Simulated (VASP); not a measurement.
Write the native input for VASP 6.6.1 that does the following.

| Quantity | Value |
| --- | --- |
| Task | single point |
| Functional | PBE |
| Potentials or basis | VASP PAW PBE potentials, release 64 (Co) |
| Cutoff | 520 eV |
| k mesh | 21 × 21 × 12 |
| Occupations | gaussian, width 0.15 eV |
| Spin | collinear spin, ferromagnetic start |
| Starting moments | [1.86, 1.86] μB |
| Dipole correction | no |
| Further INCAR settings | ALGO = Normal; EDIFF = 1e-06; NBANDS = 20 |

The structure of Co lies in POSCAR:

```
Co
1.0
    2.3687000000      0.0000000000      0.0000000000
   -1.1843500000      2.0513543739      0.0000000000
    0.0000000000      0.0000000000      3.9315000000
Co
2
Direct
    0.3333333333      0.6666666667      0.2500000000
    0.6666666667      0.3333333333      0.7500000000
```

One way to write it, as run:

INCAR

```
  ALGO = Normal
  EDIFF = 1E-6
  ENCUT = 520
  GGA = PE
  ISIF = 2
  ISMEAR = 0
  ISPIN = 2
  LASPH = True
  LCHARG = True
  LELF = True
  LMAXMIX = 4
  LORBIT = 11
  LREAL = False
  LVHAR = True
  LWAVE = False
  MAGMOM = 1.86 1.86
  NBANDS = 20
  NELM = 150
  PREC = Accurate
  SIGMA = 0.15
```

KPOINTS

```
k-points
0
Gamma
  21 21 12
```

Potentials or basis: VASP PAW PBE potentials, release 64 (Co).

Run with:

```bash
$ cat potpaw_PBE.64/Co/POTCAR > POTCAR
$ mpirun -np 1 vasp_std > vasp.out
```

Results of the run:

```yaml
Pressure: 36.0 GPa
Net_moment: 3.04 μB per cell
Site_moments: Co +1.51 μB
Valence_electrons_inside_the_program's_atomic_spheres: Co 8.55
```

Wall time 88 s on 1 thread of Intel(R) Xeon(R) 6975P-C (Granite Rapids), on a shared host, peak memory 0.28 GiB.
